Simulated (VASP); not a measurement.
# B2O (P-3m1) in VASP: notebook

B2O is run at these levels: PBE+D3(BJ); tasks: single point.

Program: VASP 6.6.1. These are calculated values, not measurements. Logs are shortened: lines on timing, memory, paths and dates and some standing lists are left out, and cuts for length are marked.

## 1. The cell of the first run

The structure is trigonal, space group P-3m1 (No. 164). Conventional cell: a = 2.407 Å, b = 2.407 Å, c = 9.526 Å, α = 90.00°, β = 90.00°, γ = 120.00°. Within 2.0 Å of B (site symmetry 3m) lie 3 O at 1.49 Å and 1 B at 1.72 Å. Within 2.0 Å of B (site symmetry 3m) lie 3 B at 1.50 Å. Within 2.0 Å of O (site symmetry 3m) lie 3 B at 1.49 Å.

## 2. Single point, PBE+D3(BJ) (7.96 Å³/atom)

Input file INCAR:

```
PREC = Accurate
ENCUT = 520
EDIFF = 1E-6
ISMEAR = 0
SIGMA = 0.15
LREAL = F
LASPH = T
NELM = 60
ALGO = Fast
ISIF = 2
LWAVE = F
LCHARG = F
GGA = PE
IVDW = 12
NBANDS = 21
```

Input file KPOINTS:

```
regular mesh
0
Gamma
  21 21 6
```

Input file POSCAR:

```
B2O
1.0
    2.4068803943      0.0000000000      0.0000000000
   -1.2034401971      2.0844195653      0.0000000000
    0.0000000000      0.0000000000      9.5257105365
B O
4 2
Direct
    0.0000000000      0.0000000000      0.4099026039
    0.0000000000      0.0000000000      0.5900973961
    0.6666666667      0.3333333333      0.0293462865
    0.3333333333      0.6666666667      0.9706537135
    0.6666666667      0.3333333333      0.3525784977
    0.3333333333      0.6666666667      0.6474215023
```

Potentials or basis: VASP PAW PBE potentials, release 64 (B, O).

Launch:

```console
> cat potpaw_PBE.64/B/POTCAR potpaw_PBE.64/O/POTCAR > POTCAR
> mpirun -np 1 vasp_std > vasp.out
```

OUTCAR:

```text
PREC = Accurate
   ENCUT = 520
   EDIFF = 1E-6
   ISMEAR = 0
   LREAL = F
   LASPH = T
   NELM = 60
   ISIF = 2
   GGA = PE
   IVDW = 12
 IVDW          = 12

 ion  position               nearest neighbor table
   1  0.000  0.000  0.410-   5 1.49   5 1.49   5 1.49   2 1.72
   2  0.000  0.000  0.590-   6 1.49   6 1.49   6 1.49   1 1.72
   3  0.667  0.333  0.029-   4 1.50   4 1.50   4 1.50
   4  0.333  0.667  0.971-   3 1.50   3 1.50   3 1.50
   5  0.667  0.333  0.353-   1 1.49   1 1.49   1 1.49
   6  0.333  0.667  0.647-   2 1.49   2 1.49   2 1.49

  LATTYP: Found a hexagonal cell.
 ALAT       =     2.4068803943
 C/A-ratio  =     3.9577000000

  Lattice vectors:

 A1 = (   2.4068803943,   0.0000000000,   0.0000000000)
 A2 = (  -1.2034401971,   2.0844195653,   0.0000000000)
 A3 = (   0.0000000000,   0.0000000000,   9.5257105365)

Analysis of symmetry for initial positions (statically):
=====================================================================
 Subroutine PRICEL returns:
 Original cell was already a primitive cell.

 Routine SETGRP: Setting up the symmetry group for a
 hexagonal supercell.

 Subroutine GETGRP returns: Found 12 space group operations
 (whereof 12 operations were pure point group operations)
 out of a pool of 24 trial point group operations.

The static configuration has the point symmetry D_3d.

Analysis of symmetry for dynamics (positions and initial velocities):
=====================================================================
 Subroutine PRICEL returns:
 Original cell was already a primitive cell.

 Routine SETGRP: Setting up the symmetry group for a
 hexagonal supercell.

 Subroutine GETGRP returns: Found 12 space group operations
 (whereof 12 operations were pure point group operations)
 out of a pool of 24 trial point group operations.

The dynamic configuration has the point symmetry D_3d.

 Subroutine INISYM returns: Found 12 space group operations
 (whereof 12 operations are pure point group operations),
 and found     1 'primitive' translations

----------------------------------------------------------------------------------------

                                     Primitive cell

  volume of cell :      47.7900

  direct lattice vectors                    reciprocal lattice vectors
     2.406880394  0.000000000  0.000000000     0.415475568  0.239874931  0.000000000
[... 97 lines left out ...]
   NSW    =      0    number of steps for IOM
   IBRION =     -1    ionic relax: 0-MD 1-quasi-New 2-CG
   NFREE  =      0    steps in history (QN), initial steepest desc. (CG)
   ISIF   =      2    stress and relaxation
   ISYM   =      2    0-nonsym 1-usesym 2-fastsym
   POTIM  = 0.5000    time-step for ionic-motion
   TEBEG  =    0.0;   TEEND  =   0.0 temperature during run
   PSTRESS=    0.0 pullay stress
   NELECT =      24.0000    total number of electrons
   NUPDOWN=      -1.0000    fix difference up-down
   EMIN   =  10.00;   EMAX   =-10.00  energy-range for DOS
   EFERMI =   0.00;   METHOD = LEGACY
   ISMEAR =     0;   SIGMA  =   0.15  broadening in eV -4-tet -1-fermi 0-gaus
   EFERMI_NEDOS =   21; number of points for ismear=-14 and -15
   IALGO  =     68    algorithm
   IMIX   =      4    mixing-type and parameters
     AMIX     =   0.40;   BMIX     =  1.00
     AMIX_MAG =   1.60;   BMIX_MAG =  1.00
  volume/ion in A,a.u.               =       7.96        53.75
  Fermi-wavevector in a.u.,A,eV,Ry     =   1.301266  2.459037 23.038669  1.693294
  Thomas-Fermi vector in A             =   2.432411
   LORBIT       =      0    0 simple, 1 ext, 2 COOP (PROOUT), +10 PAW based schemes
   GGA     = PE    functional components
   LHFCALC =     F    Hartree Fock is set to
   AEXX    =    0.0000 exact exchange contribution
   IVDW    =    12    specifies the selected vdW correction
   LEPSILON=     F    determine dielectric tensor
   LRPA    =     F    only Hartree local field effects (RPA)
 non-spin polarized calculation
 RMM-DIIS sequential band-by-band and
 Gauss-broadening in eV      SIGMA  =   0.15
  energy-cutoff  :      520.00
  volume of cell :       47.79
 maximum number of plane-waves:      1319
 NGX is ok and might be reduce to    18
   NGX =  9   NGY =  9   NGZ = 35

 number of electron      24.0000000 magnetization

 Free energy of the ion-electron system (eV)
  ---------------------------------------------------
  ext. energy  EPLUGINS =         0.00000000
  ---------------------------------------------------
  free energy    TOTEN  =       -38.73046126 eV

  energy without entropy =      -38.71741995  energy(sigma->0) =      -38.72394061

 E-fermi :   5.7726     XC(G=0): -10.7450

 val. band max:        5.7545388259   @ k =   0.2857   0.0952   0.1667
 cond. band min:       5.8240954748   @ k =  -0.1429   0.4762   0.3333
 fundamental gap:      0.0695566488
 Fermi energy:         5.7725867432

 k-point     1 :       0.0000    0.0000    0.0000
  band No.  band energies     occupation
      1     -20.3338      2.00000
      2     -19.7332      2.00000
      3      -8.3905      2.00000
      4      -6.8091      2.00000
      5      -2.4606      2.00000
      6      -0.5370      2.00000
[... 565 lines left out ...]
     20      16.2792      0.00000
     21      19.9645      0.00000

 [... further k-points ...]

------------------------ aborting loop because EDIFF is reached ----------------------------------------

 Edisp (eV)   -0.90424

 E8    (eV) :    -0.2759

  FORCE on cell =-STRESS in cart. coord.  units (eV):
  Direction    XX          YY          ZZ          XY          YZ          ZX
  --------------------------------------------------------------------------------------
  -------------------------------------------------------------------------------------
  Total      12.89208    12.89208     4.01159     0.00000     0.00000    -0.00000
  in kB     432.21189   432.21189   134.49006     0.00000     0.00000    -0.00000
  external pressure =      332.97 kB  Pullay stress =        0.00 kB

 VOLUME and BASIS-vectors are now :
 -----------------------------------------------------------------------------
  energy-cutoff  :      520.00
  volume of cell :       47.79
      direct lattice vectors                 reciprocal lattice vectors
     2.406880394  0.000000000  0.000000000     0.415475568  0.239874931  0.000000000
    -1.203440197  2.084419565  0.000000000     0.000000000  0.479749863  0.000000000
     0.000000000  0.000000000  9.525710537     0.000000000  0.000000000  0.104979046

 POSITION                                       TOTAL-FORCE (eV/Angst)
 -----------------------------------------------------------------------------------
      0.00000      0.00000      3.90461         0.000000     -0.000000      0.277774
      0.00000      0.00000      5.62110        -0.000000      0.000000     -0.277774
      1.20344      0.69481      0.27954         0.000000     -0.000000      2.429669
     -0.00000      1.38961      9.24617        -0.000000      0.000000     -2.429669
      1.20344      0.69481      3.35856        -0.000000     -0.000000     -1.121780
     -0.00000      1.38961      6.16715         0.000000      0.000000      1.121780
 -----------------------------------------------------------------------------------
    total drift:                               -0.000000      0.000000     -0.000000

  FREE ENERGIE OF THE ION-ELECTRON SYSTEM (eV)
  ---------------------------------------------------
  free  energy   TOTEN  =       -39.6347026358 eV

  energy  without entropy=      -39.6216613225  energy(sigma->0) =      -39.62818198
```

stdout:

```text
POSCAR found type information on POSCAR B O
 POSCAR found :  2 types and       6 ions
 scaLAPACK will be used
 LDA part: xc-table for (Slater+PW92), standard interpolation
 POSCAR, INCAR and KPOINTS ok, starting setup
 FFT: planning ... GRIDC
 FFT: planning ... GRID_SOFT
 FFT: planning ... GRID
 WAVECAR not read
 entering main loop
```

Wall time 3.1 min (1 thread of Oxide Virtual Turin-like, shared host); peak memory 0.3 GiB.

Results:

```yaml
Free_energy: -39.6347 eV
Pressure: 33.3 GPa
Largest_force: 2.430 eV/Å
Band_gap_on_the_k_mesh: zero (bands 12 and 13 overlap by 3.98 eV)
Dispersion_energy_per_atom: -0.151 eV
```

Forces in eV/Å, atoms in the order of the input:
```
B    0.000  0.000  0.278
B    0.000  0.000 -0.278
B    0.000  0.000  2.430
B    0.000  0.000 -2.430
O    0.000  0.000 -1.122
O    0.000  0.000  1.122
```

Caveat: the stress differs along the axes, from 13 to 43 GPa; forces of over 1 eV/Å act on the atoms, so gaps and moduli don't describe the material at rest.

(Part 1 of 3 ends here.)

The gap in the log of VASP goes by the Fermi energy; the results here count the filled bands.